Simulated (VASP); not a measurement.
AlNi: relaxation of cell and atoms with PBE

The system is AlNi.

```
Al Ni
1.0
     2.70589    0.00000    0.00000
     0.00000    2.70589    0.00000
     0.00000    0.00000    2.70589
Al Ni
1 1
Direct
  0.50000 0.50000 0.50000
  0.00000 0.00000 0.00000
```

```json
{
  "Program": "VASP 6.6.1",
  "Task": "relaxation of cell and atoms",
  "Functional": "PBE",
  "Potentials or basis": "VASP PAW PBE potentials, release 64 (Al, Ni)",
  "Cutoff": "600 eV",
  "k mesh": "16 × 16 × 16",
  "Occupations": "gaussian, width 0.1 eV",
  "Spin": "no spin polarisation",
  "Target pressure": "50 GPa",
  "Dipole correction": "no",
  "Further INCAR settings": "ALGO = Fast; EDIFF = 1e-06; IBRION = 2; EDIFFG = -0.008; NSW = 70; ISIF = 3"
}
```

```json
{"Relaxed volume": "9.88 Å³/atom", "Relaxed cell": "a = 2.703 Å, b = 2.703 Å, c = 2.703 Å, α = 90.00°, β = 90.00°, γ = 90.00°", "Space group after relaxing (to 0.05 Å)": "Pm-3m (No. 221)", "Energy change on relaxing (the enthalpy is what falls)": "+9.1 meV/atom", "Ionic steps": "3", "Pressure after relaxing": "50.1 GPa"}
```

The path:
| step | energy change (eV) | largest force (eV/Å) | pressure (GPa) | volume (Å³) |
| --- | --- | --- | --- | --- |
| 1 | 0.0000 | 0.0000 | 48.63 | 19.81 |
| 2 | 0.0772 | 0.0000 | 53.86 | 19.57 |
| 3 | 0.0182 | 0.0000 | 50.11 | 19.75 |

Final structure:
```cif
data_structure
_symmetry_space_group_name_H-M 'P 1'
_symmetry_Int_Tables_number 1
_cell_length_a 2.7032
_cell_length_b 2.7032
_cell_length_c 2.7032
_cell_angle_alpha 90.000
_cell_angle_beta 90.000
_cell_angle_gamma 90.000
_cell_volume 19.75
loop_
_atom_site_label
_atom_site_type_symbol
_atom_site_fract_x
_atom_site_fract_y
_atom_site_fract_z
_atom_site_occupancy
Al1 Al 0.50000 0.50000 0.50000 1
Ni1 Ni 0.00000 0.00000 0.00000 1
```

Levels at points of the mesh, in eV from the Fermi level:
| k point | band 2 | band 3 | band 4 | band 5 | band 6 | band 7 | band 8 | band 9 | band 10 |
| --- | --- | --- | --- | --- | --- | --- | --- | --- | --- |
| (0.00, 0.00, 0.00) | -4.26 | -4.26 | -1.97 | -1.97 | -1.97 | 6.40 | 6.40 | 6.40 | 8.78 |
| (0.50, 0.00, 0.00) | -7.71 | -3.62 | -2.87 | -2.87 | -1.85 | -0.74 | 8.46 | 11.01 | 11.01 |
| (0.50, 0.50, 0.00) | -4.30 | -3.42 | -3.42 | -2.70 | -2.70 | -1.28 | 1.88 | 3.47 | 14.56 |
| (0.50, 0.50, 0.50) | -5.15 | -5.15 | -1.23 | -1.23 | 1.84 | 1.84 | 1.84 | 5.36 | 5.54 |

It took 2.6 min on 1 thread of AMD EPYC 7R13, with other jobs on the host, peak memory 0.15 GiB.

Caveat: the cell is relaxed towards a set pressure, so the enthalpy falls and the energy may rise. Spin polarisation is off, so any magnetic state and its effect on volume and gap are missing.
